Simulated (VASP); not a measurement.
CsNiN, 3 atoms in the cell. It takes space group P-6m2 (No. 187, hexagonal). Conventional cell: a = 5.537 Å, b = 5.537 Å, c = 3.447 Å, α = 90.00°, β = 90.00°, γ = 120.00°. Within 4.2 Å of Cs (site symmetry -6m2) lie 3 N at 3.20 Å and 2 Cs at 3.45 Å and 6 Ni at 3.63 Å. Within 2.3 Å of Ni (site symmetry -6m2) lie 2 N at 1.72 Å. N (site symmetry -6m2) has 2 Ni at 1.72 Å within 2.3 Å. 

- Program: VASP 6.6.1
- Task: single point
- Functional: PBEsol
- Potentials or basis: VASP PAW PBE potentials, release 64 (Cs_sv, Ni, N)
- Cutoff: 520 eV
- k mesh: 6 × 6 × 9
- Occupations: fermi-dirac, width 0.1 eV
- Spin: collinear spin, ferromagnetic start
- Starting moments: [0.01, 0.52, 0.21] μB
- Fixed moment: 0.9 μB
- Dipole correction: no
- Further INCAR settings: ALGO = Normal; EDIFF = 1e-07; NBANDS = 23

Potentials or basis: VASP PAW PBE potentials, release 64 (Cs_sv, Ni, N).

Launch:

```bash
$ cat potpaw_PBE.64/Cs_sv/POTCAR potpaw_PBE.64/Ni/POTCAR potpaw_PBE.64/N/POTCAR > POTCAR
$ mpirun -np 1 vasp_std > vasp.out
```

Hardware: 1 thread of Intel(R) Xeon(R) 6975P-C (Granite Rapids), on a shared host.

Task: How long does it take, and how much memory?

Result: It took 110 s on 1 thread of Intel(R) Xeon(R) 6975P-C (Granite Rapids), with other jobs on the host, peak memory 0.34 GiB. Counts: scf iterations 19, k points 35.
